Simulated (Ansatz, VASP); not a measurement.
# Two plane-wave programs on Ge4N

The input INCAR:

```
SYSTEM = Ge4N
PREC = Accurate
ENCUT = 600
EDIFF = 1E-6
ISMEAR = 0
SIGMA = 0.1
LREAL = .False.
LASPH = .True.
NELM = 60
ALGO = Normal
ISIF = 3
LWAVE = .False.
LCHARG = .False.
GGA = PE
IBRION = 2
NSW = 90
EDIFFG = -0.04
```

Contents of KPOINTS:

```
Automatic mesh
0
Gamma
  4 4 4
  0 0 0
```

The input POSCAR:

```
Ge4N
1.0
    4.3466120900      0.0000000000      0.0000000000
    0.0000000000      4.3466120900      0.0000000000
    0.0000000000      0.0000000000      4.7081998400
Ge N
4 1
Direct
    0.5000000000      0.0000000000      0.6420449200
    0.0000000000      0.5000000000      0.6420449200
    0.5000000000      0.0000000000      0.2585513200
    0.0000000000      0.5000000000      0.2585513200
    0.5000000000      0.5000000000      0.0830976900
```

Input for Ansatz:

```yaml
crystal:
  lattice:
    - [4.34661209, 0.0, 0.0]
    - [0.0, 4.34661209, 0.0]
    - [0.0, 0.0, 4.70819984]
  atoms:
    - { symbol: Ge, position: [0.5, 0.0, 0.64204492] }
    - { symbol: Ge, position: [0.0, 0.5, 0.64204492] }
    - { symbol: Ge, position: [0.5, 0.0, 0.25855132] }
    - { symbol: Ge, position: [0.0, 0.5, 0.25855132] }
    - { symbol: "N", position: [0.5, 0.5, 0.08309769] }
basis:
  ecutwfc: 420
kpoints:
  mp_grid: { grid: [4, 4, 4] }
hamiltonian:
  xc: pbe
scf:
  occupations: { method: gaussian, width: 0.1 }
  lower_state_search: "off"
output:
  forces: true
  stress: true
  eigenvalues: true
relax:
  adjacent_minimum: "off"
  f_tol: 0.04
  max_steps: 70
  cell: { stress_tol: 0.4 }
```

Alike in both runs: task relaxation of cell and atoms; functional PBE; k mesh 4 × 4 × 4; occupations gaussian, width 0.1 eV; no spin polarisation.

```csv
,VASP,Ansatz
version,VASP 6.6.1,Ansatz 0.2.0
potentials or method,"VASP PAW PBE potentials, release 64 (Ge_d, N), cutoff 600 eV","scalar-relativistic, plane waves, PAW"
valence electrons in the cell,61,61
```

Ansatz gave:

| Quantity | Value |
| --- | --- |
| gap on the k mesh at the Fermi level, each at its own relaxed structure (eV) | none |
| relaxed volume (Å³/atom) | 17.90 |
| relaxed cell length with the largest relative difference (Å) | 5.331 |

Question: Which values does VASP return?

Answer: gap on the k mesh at the Fermi level, each at its own relaxed structure (eV): none; relaxed volume (Å³/atom): 18.34; relaxed cell length with the largest relative difference (Å): 5.685.

A gap of «none» marks a metal or a gap that the smearing closes. One of these differences is far larger than is usual between the two programs; its cause wasn't traced.

The k mesh is coarse, so the values compare programs but aren't converged.
